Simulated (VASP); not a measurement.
Write the native input for VASP 6.6.1 that does the following.

```
Task                   : single point
Functional             : LDA
Potentials or basis    : VASP PAW LDA potentials, release 64 (C)
Cutoff                 : 520 eV
k mesh                 : 10 × 10 × 2
Occupations            : gaussian, width 0.05 eV
Spin                   : no spin polarisation
Dipole correction      : no
Further INCAR settings : ALGO = Normal; EDIFF = 1e-07; NBANDS = 36
```

The structure of C lies in POSCAR:

```
C
1.0
    1.7834000000     -1.7834000000      0.0000000000
    1.7834000000      0.0000000000     -1.7834000000
    7.1336000000      7.1336000000      7.1336000000
C
12
Direct
    0.6666666667      0.6666666667      0.4166666667
    0.0000000000      0.0000000000      0.2500000000
    0.3333333333      0.3333333333      0.5833333333
    0.6666666667      0.6666666667      0.9166666667
    1.0000000000      1.0000000000      0.7500000000
    0.3333333333      0.3333333333      0.0833333333
    0.6666666667      0.6666666667      0.5416666667
    1.0000000000      1.0000000000      0.3750000000
    0.3333333333      0.3333333333      0.7083333333
    0.6666666667      0.6666666667      0.0416666667
    0.0000000000      0.0000000000      0.8750000000
    0.3333333333      0.3333333333      0.2083333333
```

One way to write it, as run:

INCAR

```
SYSTEM = C
ALGO = Normal
EDIFF = 1E-7
ENCUT = 520
GGA = CA
ISIF = 2
ISMEAR = 0
LASPH = .TRUE.
LCHARG = .FALSE.
LREAL = .FALSE.
LWAVE = .FALSE.
NBANDS = 36
NELM = 60
PREC = Accurate
SIGMA = 0.05
```

KPOINTS

```
k-points
0
G
  10 10 2
  0 0 0
```

Potentials or basis: VASP PAW LDA potentials, release 64 (C).

Run with:

```console
$ cat potpaw_LDA.64/C/POTCAR > POTCAR
$ mpirun -np 1 vasp_std > vasp.out
```

Results of the run:

| Item | Value |
| --- | --- |
| Pressure | -11.7 GPa |
| Band gap on the k mesh | 4.14 eV |

Run time: 27 s on 1 thread of Intel(R) Xeon(R) 6975P-C (Granite Rapids), on a shared host, peak memory 0.17 GiB.
